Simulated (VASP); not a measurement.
SnO2:

```
Sn O
1.0
     3.59273    0.00000    0.00000
     0.00000    3.59273    0.00000
     0.00000    0.00000    5.53211
Sn O
2 4
Direct
  0.50000 0.50000 0.50000
  0.00000 0.00000 0.00000
  0.00000 0.50000 0.67681
  0.50000 0.00000 0.82319
  0.50000 0.00000 0.32319
  0.00000 0.50000 0.17681
```

- Program: VASP 6.6.1
- Task: relaxation of cell and atoms
- Functional: r2SCAN
- Potentials or basis: VASP PAW PBE potentials, release 64 (Sn_d, O)
- Cutoff: 600 eV
- k mesh: 6 × 6 × 4
- Occupations: fermi-dirac, width 0.02 eV
- Spin: no spin polarisation

At the start: pressure -7.3 GPa; volume 11.90 Å³/atom.

How do energy, volume and symmetry change on relaxing?

Over 11 steps the energy falls by 10.7 meV/atom and the volume is 11.42 Å³/atom (-4.0 %); space group P4_2/nmc (No. 137, to 0.05 Å).

The path:
```csv
step,energy change (eV),largest force (eV/Å),pressure (GPa),volume (Å³)
1,0.0000,0.1933,-7.30,71.41
2,0.0375,0.3739,10.69,65.95
3,-0.0609,0.0382,-0.15,68.92
4,-0.0609,0.0431,0.00,68.87
5,-0.0626,0.0548,0.01,68.79
6,-0.0631,0.0646,0.02,68.71
7,-0.0638,0.0354,-0.16,68.69
8,-0.0642,0.0039,-0.35,68.67
9,-0.0640,0.0040,0.52,68.34
10,-0.0643,0.0056,0.03,68.54
11,-0.0643,0.0045,0.00,68.53
```

Final structure:
```xyz
6
Lattice="3.5549 0.0000 0.0000 0.0000 3.5549 0.0000 0.0000 0.0000 5.4230" Properties=species:S:1:pos:R:3 pbc="T T T"
Sn    1.7775    1.7775    2.7115
Sn    0.0000    0.0000    0.0000
O     0.0000    1.7775    3.6787
O     1.7775    0.0000    4.4558
O     1.7775    3.5549    1.7443
O     0.0000    1.7775    0.9672
```

Caveat: the PAW data sets were made with another functional, which shifts forces and pressure a little.
